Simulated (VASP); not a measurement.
# AlSi4NO8 in VASP: further runs, part 2 of 2

VASP 6.6.1. Earlier steps stand in the parts before.

### Step 3. Single point, PBE

File INCAR:

```
  PREC = Accurate
  ENCUT = 520
  EDIFF = 1E-6
  ISMEAR = -1
  SIGMA = 0.1379
  LREAL = False
  LASPH = True
  NELM = 80
  ALGO = Normal
  ISIF = 2
  LWAVE = False
  LCHARG = False
  GGA = PE
  ISYM = 0
  NBANDS = 49
```

File KPOINTS:

```
Automatic mesh
0
Gamma
  1 1 1
  0.25 0.25 0.25
```

File POSCAR:

```
AlSi4NO8
1.0
    5.7572110000     -0.1084800000      0.0355500000
   -0.1084800000      5.9047110000     -0.0767980000
    0.0355500000     -0.0767980000      5.9747940000
Si O Al N
4 8 1 1
Direct
    0.1936437383      0.4817844796      0.3984562563
    0.5963881874      0.4086861436      0.0514385397
    0.1105782715      0.1385973984      0.0385824089
    0.3460594899      0.7406320075      0.7950002363
    0.1283544367      0.8881505086     -0.0875388871
    0.5818553740      0.6251197273      0.8750443925
    0.9738971054      0.6306264779      0.3161246748
    0.3511411997      0.2484684494     -0.0551369955
    0.1052059672      0.2380796090      0.2905745312
    0.8391644795      0.2406752839      0.0071021835
    0.4768786300      0.8636249862      0.5770223436
    0.1474607013      0.5417565911      0.6817829359
    0.7092238555      0.7033499772      0.4653733607
    0.4865635728      0.4915099661      0.3096159713
```

Potentials or basis: VASP PAW PBE potentials, release 64 (Si, O, Al, N).

The run is started by

```bash
$ cat potpaw_PBE.64/Si/POTCAR potpaw_PBE.64/O/POTCAR potpaw_PBE.64/Al/POTCAR potpaw_PBE.64/N/POTCAR > POTCAR
$ mpirun -np 1 vasp_std > vasp.out
```

OUTCAR:

```text
PREC = Accurate
   ENCUT = 520
   EDIFF = 1E-6
   ISMEAR = -1
   LREAL = False
   LASPH = True
   NELM = 80
   ISIF = 2
   GGA = PE
   ISYM = 0

 ion  position               nearest neighbor table
   1  0.194  0.482  0.398-   9 1.63   7 1.65  12 1.74  14 1.76   4 2.91   3 2.95   2 3.13  13 3.14
                            13 3.22
   2  0.596  0.409  0.051-   6 1.68  14 1.73  10 1.76   8 1.79   4 2.95  13 3.05   1 3.13
   3  0.111  0.139  0.039-   9 1.60   8 1.61   5 1.65  10 1.71   1 2.95   4 3.08
   4  0.346  0.741  0.795-   6 1.62  11 1.67   5 1.69  12 1.74  13 2.87   1 2.91   2 2.95   3 3.08

   5  0.128  0.888  0.912-   3 1.65   4 1.69
   6  0.582  0.625  0.875-   4 1.62   2 1.68  13 2.59
   7  0.974  0.631  0.316-   1 1.65  13 1.82
   8  0.351  0.248  0.945-   3 1.61   2 1.79
   9  0.105  0.238  0.291-   3 1.60   1 1.63
  10  0.839  0.241  0.007-   3 1.71   2 1.76
  11  0.477  0.864  0.577-   4 1.67  13 1.78
  12  0.147  0.542  0.682-   4 1.74   1 1.74
  13  0.709  0.703  0.465-  11 1.78   7 1.82  14 1.98   6 2.59   4 2.87   2 3.05   1 3.14   1 3.22

  14  0.487  0.492  0.310-   2 1.73   1 1.76  13 1.98

IMPORTANT INFORMATION: All symmetrisations will be switched off!
NOSYMM: (Re-)initialisation of all symmetry stuff for point group C_1.

----------------------------------------------------------------------------------------

                                     Primitive cell

  volume of cell :     203.0000

  direct lattice vectors                    reciprocal lattice vectors
     5.757211000 -0.108480000  0.035550000     0.173761254  0.003179387 -0.000993012
    -0.108480000  5.904711000 -0.076798000     0.003179387  0.169442791  0.002159044
     0.035550000 -0.076798000  5.974794000    -0.000993012  0.002159044  0.167403447

  length of vectors
     5.758342662  5.906206721  5.975393299     0.173793176  0.169486369  0.167420314

  position of ions in fractional coordinates (direct lattice)
     0.193643738  0.481784480  0.398456256
     0.596388187  0.408686144  0.051438540
     0.110578272  0.138597398  0.038582409
     0.346059490  0.740632007  0.795000236
     0.128354437  0.888150509  0.912461113
     0.581855374  0.625119727  0.875044393
     0.973897105  0.630626478  0.316124675
     0.351141200  0.248468449  0.944863004
     0.105205967  0.238079609  0.290574531
     0.839164479  0.240675284  0.007102184
     0.476878630  0.863624986  0.577022344
     0.147460701  0.541756591  0.681782936
     0.709223855  0.703349977  0.465373361
     0.486563573  0.491509966  0.309615971

  ion indices of the primitive-cell ions
   primitive index   ion index
                 1           1
                 2           2
                 3           3
                 4           4
                 5           5
                 6           6
                 7           7
                 8           8
                 9           9
                10          10
                11          11
                12          12
                13          13
                14          14

----------------------------------------------------------------------------------------

 KPOINTS: Automatic mesh

Automatic generation of k-mesh.
 Grid dimensions read from file:
 generate k-points for:    1    1    1

 Generating k-lattice:

  Cartesian coordinates                     Fractional coordinates (reciprocal lattice)
     0.173761254  0.003179387 -0.000993012     1.000000000 -0.000000000  0.000000000
     0.003179387  0.169442791  0.002159044    -0.000000000  1.000000000 -0.000000000
    -0.000993012  0.002159044  0.167403447    -0.000000000  0.000000000  1.000000000

  Length of vectors
     0.173793176  0.169486369  0.167420314

  Shift w.r.t. Gamma in fractional coordinates (k-lattice)
     0.250000000  0.250000000  0.250000000

 Subroutine IBZKPT returns following result:
 ===========================================

 Found      1 irreducible k-points:

 Following reciprocal coordinates:
            Coordinates               Weight
  0.250000  0.250000  0.250000      2.000000
   k-points           NKPTS =      1   k-points in BZ     NKDIM =      1   number of bands    NBANDS=     49
   number of dos      NEDOS =    301   number of ions     NIONS =     14
   total plane-waves  NPLWV = 110592
   dimension x,y,z NGX =    48 NGY =   48 NGZ =   48
   dimension x,y,z NGXF=    96 NGYF=   96 NGZF=   96
   ions per type =               4   8   1   1
   NGX,Y,Z   is equivalent  to a cutoff of  13.86, 13.51, 13.35 a.u.
   NGXF,Y,Z  is equivalent  to a cutoff of  27.72, 27.02, 26.71 a.u.
 SYSTEM =  unknown system
   PREC   = accura    normal or accurate (medium, high low for compatibility)
   ISTART =      0    job   : 0-new  1-cont  2-samecut
   ICHARG =      2    charge: 1-file 2-atom 10-const
   ISPIN  =      1    spin polarized calculation?
   LNONCOLLINEAR =      F non collinear calculations
   LSORBIT =      F    spin-orbit coupling
   LASPH  =      T    aspherical Exc in radial PAW
   ENCUT  =  520.0 eV  38.22 Ry    6.18 a.u.  10.71 10.98 11.11*2*pi/ulx,y,z
   NELM   =     80;   NELMIN=  2; NELMDL= -5     # of ELM steps
   EDIFF  = 0.1E-05   stopping-criterion for ELM
   LREAL  =      F    real-space projection
   EDIFFG = 0.1E-04   stopping-criterion for IOM
   NSW    =      0    number of steps for IOM
   IBRION =     -1    ionic relax: 0-MD 1-quasi-New 2-CG
   NFREE  =      0    steps in history (QN), initial steepest desc. (CG)
   ISIF   =      2    stress and relaxation
   ISYM   =      0    0-nonsym 1-usesym 2-fastsym
   POTIM  = 0.5000    time-step for ionic-motion
   TEBEG  =    0.0;   TEEND  =   0.0 temperature during run
   PSTRESS=    0.0 pullay stress
   NELECT =      72.0000    total number of electrons
   NUPDOWN=      -1.0000    fix difference up-down
   EMIN   =  10.00;   EMAX   =-10.00  energy-range for DOS
   EFERMI =   0.00;   METHOD = LEGACY
   ISMEAR =    -1;   SIGMA  =   0.14  broadening in eV -4-tet -1-fermi 0-gaus
   EFERMI_NEDOS =   21; number of points for ismear=-14 and -15
   IALGO  =     38    algorithm
   IMIX   =      4    mixing-type and parameters
     AMIX     =   0.40;   BMIX     =  1.00
     AMIX_MAG =   1.60;   BMIX_MAG =  1.00
  volume/ion in A,a.u.               =      14.50        97.85
  Fermi-wavevector in a.u.,A,eV,Ry     =   1.158832  2.189874 18.271136  1.342891
  Thomas-Fermi vector in A             =   2.295430
   LORBIT       =      0    0 simple, 1 ext, 2 COOP (PROOUT), +10 PAW based schemes
   GGA     = PE    functional components
   LHFCALC =     F    Hartree Fock is set to
   AEXX    =    0.0000 exact exchange contribution
   IVDW    =     0    specifies the selected vdW correction
   LEPSILON=     F    determine dielectric tensor
   LRPA    =     F    only Hartree local field effects (RPA)
 non-spin polarized calculation
  energy-cutoff  :      520.00
  volume of cell :      203.00
 maximum number of plane-waves:      5470
 NGX is ok and might be reduce to    42
   NGX = 21   NGY = 21   NGZ = 23

 number of electron      71.9999991 magnetization

 Free energy of the ion-electron system (eV)
  ---------------------------------------------------
  ext. energy  EPLUGINS =         0.00000000
  ---------------------------------------------------
  free energy    TOTEN  =      -103.35822607 eV

  energy without entropy =     -103.35821302  energy(sigma->0) =     -103.35821955

 E-fermi :   3.1976     XC(G=0):  -8.6079

 val. band max:        1.3477594396   @ k =   0.2500   0.2500   0.2500
 cond. band min:       5.0352470191   @ k =   0.2500   0.2500   0.2500
 fundamental gap:      3.6874875795
 Fermi energy:         3.1976053168

 k-point     1 :       0.2500    0.2500    0.2500
  band No.  band energies     occupation
      1     -18.5133      2.00000
      2     -17.9096      2.00000
      3     -17.4996      2.00000
      4     -16.5090      2.00000
      5     -16.3245      2.00000
      6     -16.0736      2.00000
[... 40 lines left out ...]
     47      10.3528      0.00000
     48      10.5635      0.00000
 [bands above 48 left out]

------------------------ aborting loop because EDIFF is reached ----------------------------------------

  FORCE on cell =-STRESS in cart. coord.  units (eV):
  Direction    XX          YY          ZZ          XY          YZ          ZX
  --------------------------------------------------------------------------------------
  -------------------------------------------------------------------------------------
  Total      -23.2118022     -1.7152186      1.3639948      6.8140753     -7.0506354      7.8431605
  in kB     -183.1991325    -13.5373615     10.7653283     53.7800842    -55.6471352     61.9021385
  external PRESSURE =     -61.9903886 kB  Pullay stress =       0.0000000 kB

 VOLUME and BASIS-vectors are now :
 -----------------------------------------------------------------------------
  energy-cutoff  :      520.00
  volume of cell :      203.00
      direct lattice vectors                 reciprocal lattice vectors
     5.757211000 -0.108480000  0.035550000     0.173761254  0.003179387 -0.000993012
    -0.108480000  5.904711000 -0.076798000     0.003179387  0.169442791  0.002159044
     0.035550000 -0.076798000  5.974794000    -0.000993012  0.002159044  0.167403447

 POSITION                                       TOTAL-FORCE (eV/Angst)
 -----------------------------------------------------------------------------------
      1.07675      2.79319      2.35058         0.148912      0.033526      1.198415
      3.39103      2.34453      0.29715        -0.852176     -3.290607     -0.565220
      0.62296      0.80342      0.22381        -1.280218      1.512117     -0.707212
      1.94026      4.27462      4.70539        -2.851560      0.488370     -3.045384
      0.67506      5.16027      5.38812         0.671497     -0.506267      0.971317
      3.31316      3.56083      5.20089         1.367969     -0.872211      1.379876
      5.54976      3.59374      1.87497        -1.555029      1.754153      0.507204
      2.02823      1.35648      5.63876         2.924743      1.157257      0.012001
      0.59020      1.37206      1.72158         0.636467     -1.748720      2.941414
      4.80539      1.32954      0.05378        -2.349016      1.022047     -1.211080
      2.67232      5.00341      3.39822         0.640251      0.480218      0.376373
      0.81443      3.13056      4.03715         2.095986      0.138038     -1.269098
      4.02340      4.04040      2.75171        -0.973417     -1.530700     -1.136985
      2.75894      2.82566      1.82944         1.375591      1.362780      0.548379
 -----------------------------------------------------------------------------------
    total drift:                                0.000494     -0.000262      0.000423

  FREE ENERGIE OF THE ION-ELECTRON SYSTEM (eV)
  ---------------------------------------------------
  free  energy   TOTEN  =      -103.3582260694 eV

  energy  without entropy=     -103.3582130240  energy(sigma->0) =     -103.35821955
```

It took 40 s on 1 thread of Intel Xeon 8259CL, shared host; peak memory 0.32 GiB.

Results:

```
Free energy            : -103.3582 eV
Pressure               : -6.2 GPa
Largest force          : 4.201 eV/Å
Band gap on the k mesh : 3.69 eV
```

Forces in eV/Å, atoms in the order of the input:
```
Si   0.149  0.034  1.198
Si  -0.852 -3.291 -0.565
Si  -1.280  1.512 -0.707
Si  -2.852  0.488 -3.045
O    0.671 -0.506  0.971
O    1.368 -0.872  1.380
O   -1.555  1.754  0.507
O    2.925  1.157  0.012
O    0.636 -1.749  2.941
O   -2.349  1.022 -1.211
O    0.640  0.480  0.376
O    2.096  0.138 -1.269
Al  -0.973 -1.531 -1.137
N    1.376  1.363  0.548
```

Caveat: the k points lie up to 1.09 Å⁻¹ apart.

### Step 4. Single point, PBE

File INCAR:

```
SYSTEM = AlSi4NO8
  PREC = Accurate
  ENCUT = 520
  EDIFF = 1E-6
  ISMEAR = -1
  SIGMA = 0.1379
  LREAL = .False.
  LASPH = .True.
  NELM = 60
  ALGO = Normal
  ISIF = 2
  LWAVE = .False.
  LCHARG = .False.
  GGA = PE
  ISYM = 0
  NBANDS = 49
```

KPOINTS is that of step 3.

File POSCAR:

```
AlSi4NO8
1.0
    5.7572110000     -0.1084800000      0.0355500000
   -0.1084800000      5.9047110000     -0.0767980000
    0.0355500000     -0.0767980000      5.9747940000
Si O Al N
4 8 1 1
Direct
    0.1749751278      0.4350185339      0.3887786236
    0.5807866216      0.3808416695      0.0454733526
    0.0898652752      0.1572321091     -0.0147063813
    0.3358013143      0.7506067003      0.7597973012
    0.1335706759      0.8872022063     -0.1002776133
    0.5500735644      0.6177613569      0.8997799291
    0.9336596734      0.5626670202      0.2969444805
    0.3548073982      0.2439220191     -0.0824302361
    0.1191479121      0.1733081116      0.2793190875
    0.8284966919      0.2894337550     -0.0576791641
    0.5481976742      0.8845938432      0.5783420501
    0.1563152562      0.5421510118      0.6405240258
    0.6893689258      0.6809175606      0.3828572234
    0.4799011244      0.4586852711      0.3216918653
```

The run is started by

```bash
$ cat potpaw_PBE.64/Si/POTCAR potpaw_PBE.64/O/POTCAR potpaw_PBE.64/Al/POTCAR potpaw_PBE.64/N/POTCAR > POTCAR
$ mpirun -np 1 vasp_std > vasp.out
```

It took 43 s on 1 thread of Intel Xeon 8259CL, shared host; peak memory 0.32 GiB.

Results (log left out):

- Free energy: -103.2548 eV
- Pressure: -8.1 GPa
- Largest force: 3.805 eV/Å
- Band gap on the k mesh: 3.63 eV

Forces on the atoms (eV/Å):
```
Si   0.398 -0.114 -1.740
Si  -2.292  1.284 -1.132
Si   0.264 -0.232  2.620
Si   2.962 -1.080 -1.270
O   -0.812  0.759 -0.121
O   -0.847  1.321  0.234
O    2.156  0.292 -0.488
O    0.132  0.029  0.100
O   -0.961 -0.004 -0.936
O    2.080 -2.373  0.365
O   -1.570 -1.860 -0.018
O    1.272  0.991  1.253
Al  -1.907  1.621  2.867
N   -0.875 -0.635 -1.735
```

Stress tensor (GPa, compression positive):
```
-17.77   7.44   3.19
  7.44  -2.38  -2.25
  3.19  -2.25  -4.20
```

Levels at points of the mesh, in eV from the valence-band top:
```
           k point  band 33  band 34  band 35  band 36  band 37  band 38  band 39  band 40
(0.25, 0.25, 0.25)    -1.03    -0.79    -0.58     0.00     3.63     4.75     5.77     6.16
```

Caveat: the k points lie up to 1.09 Å⁻¹ apart.

### Step 5. Single point, PBE

File INCAR:

```
SYSTEM = AlSi4NO8
PREC = Accurate ; ENCUT = 520
EDIFF = 1E-6 ; ISMEAR = -1
SIGMA = 0.1379 ; LREAL = .False.
LASPH = .True. ; NELM = 80
ALGO = Normal ; ISIF = 2
LWAVE = .False. ; LCHARG = .True.
GGA = PE ; LELF = .True.
LVHAR = .True. ; ISYM = 0
NBANDS = 49
```

KPOINTS is that of step 4.

File POSCAR:

```
AlSi4NO8
1.0
    5.7572110000     -0.1084800000      0.0355500000
   -0.1084800000      5.9047110000     -0.0767980000
    0.0355500000     -0.0767980000      5.9747940000
Si O Al N
4 8 1 1
Direct
    0.1676686927      0.5310912544      0.3359419796
    0.6094348329      0.3687942684      0.0065507286
    0.1021762903      0.1192827625      0.0399249431
    0.3498539583      0.7122666882      0.7543919253
    0.1273141786      0.8750389665     -0.1047921948
    0.6008293770      0.5628205222      0.7850146810
    0.9521179402      0.6793763331      0.2763112755
    0.3924216707      0.1967282602     -0.0061118849
    0.0267175930      0.2359525693      0.3007683403
    0.8491466746      0.2523772320     -0.0595694341
    0.4628296463      0.8961773526      0.5792795592
    0.1740133529      0.5271957330      0.6211421520
    0.6895335444      0.7422877343      0.4454927309
    0.4449297250      0.5371129391      0.2341689015
```

The run is started by

```bash
$ cat potpaw_PBE.64/Si/POTCAR potpaw_PBE.64/O/POTCAR potpaw_PBE.64/Al/POTCAR potpaw_PBE.64/N/POTCAR > POTCAR
$ mpirun -np 1 vasp_std > vasp.out
```

Wall time 41 s (1 thread of Intel Xeon 8259CL, shared host); peak memory 0.32 GiB.

The run converged. Its results:

```
Free energy            : -101.5520 eV
Pressure               : -11.0 GPa
Largest force          : 4.761 eV/Å
Band gap on the k mesh : 3.14 eV
```

Forces on the atoms (eV/Å):
```
Si   0.666 -4.237  2.068
Si  -1.670  2.958  0.018
Si   0.099  1.661  0.196
Si  -1.691  1.220 -0.019
O    0.682 -0.745  0.289
O   -0.934  0.356  1.009
O   -2.402  1.772  0.989
O   -2.660 -1.957 -0.734
O    2.554  0.148 -1.261
O    1.658 -1.293 -0.059
O    1.488  0.001 -0.380
O    0.236  0.734 -0.320
Al  -1.229 -1.951 -1.585
N    3.204  1.332 -0.211
```

Stress tensor (GPa, compression positive):
```
-18.01   6.61   7.32
  6.61  -7.54  -4.43
  7.32  -4.43  -7.42
```

Levels at points of the mesh, in eV from the valence-band top:
```csv
k point,band 32,band 33,band 34,band 35,band 36,band 37,band 38,band 39,band 40,band 41
"(0.25, 0.25, 0.25)",-1.49,-1.23,-0.59,-0.43,0.00,3.14,4.36,4.73,5.19,5.72
```

Caveat: the k points lie up to 1.09 Å⁻¹ apart.
